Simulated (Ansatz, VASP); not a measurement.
## Two plane-wave programs on Cd2Mo

```
Cd Mo
1.0
     0.00000    3.25962    3.25962
     3.25962    0.00000    3.25962
     3.25962    3.25962    0.00000
Cd Mo
2 1
Direct
  0.25000 0.25000 0.25000
  0.75000 0.75000 0.75000
  0.00000 0.00000 0.00000
```

Alike in both runs: functional PBE; k mesh 6 × 6 × 6; occupations gaussian, width 0.1 eV; no spin polarisation.

Ansatz relaxed the structure, and its values are those at the end. VASP's run is a single point on that final structure, the one shown.

|  | VASP | Ansatz |
| --- | --- | --- |
| version | VASP 6.6.1 | Ansatz 0.2.0 |
| potentials or method | VASP PAW PBE potentials, release 64 (Cd, Mo_sv), cutoff 520 eV | scalar-relativistic, plane waves, PAW |
| valence electrons in the cell | 38 | 54 |

Ansatz gave:

- gap on the k mesh at the Fermi level (eV): none
- pressure (GPa): -0.4

**Question.** Which values does VASP return?

**Answer.** gap on the k mesh at the Fermi level (eV): none; pressure (GPa): 0.1.

A gap of «none» marks a metal or a gap that the smearing closes. The functional is the same, so the differences come from potentials, cutoffs and numerics. VASP's potentials hold 38 valence electrons a cell and Ansatz's 54, so a difference there can come from the potentials and not from the codes.
